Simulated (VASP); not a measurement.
## GaN: single point with LDA

Crystal: GaN.

```
Ga N
1.0
     2.22066    2.22066    0.00000
    -2.22066    2.22066    0.00000
     0.00000    2.22066    2.22066
Ga N
1 1
Direct
  0.00000 0.00000 0.00000
  0.25000 0.75000 0.50000
```

```yaml
Program: VASP 6.6.1
Task: single point
Functional: LDA
Potentials_or_basis: VASP PAW LDA potentials, release 64 (Ga_d, N)
Cutoff: 520 eV
k_mesh: 10 × 10 × 10
Occupations: gaussian, width 0.01 eV
Spin: no spin polarisation
```

- Pressure: 3.1 GPa
- Band gap on the k mesh: 2.03 eV, direct

Levels at points of the mesh, in eV from the valence-band top:
```
           k point  band 7  band 8  band 9  band 10  band 11  band 12
(0.00, 0.00, 0.00)    0.00    0.00    0.00     2.03    10.39    10.39
(0.50, 0.00, 0.00)   -7.42   -1.04   -1.04     4.85     8.82    10.43
(0.50, 0.50, 0.00)   -6.39   -2.89   -2.89     3.26     6.74    11.82
```

Wall time 16 s on 1 thread of Intel Xeon 8259CL, with other jobs on the host, peak memory 0.14 GiB.
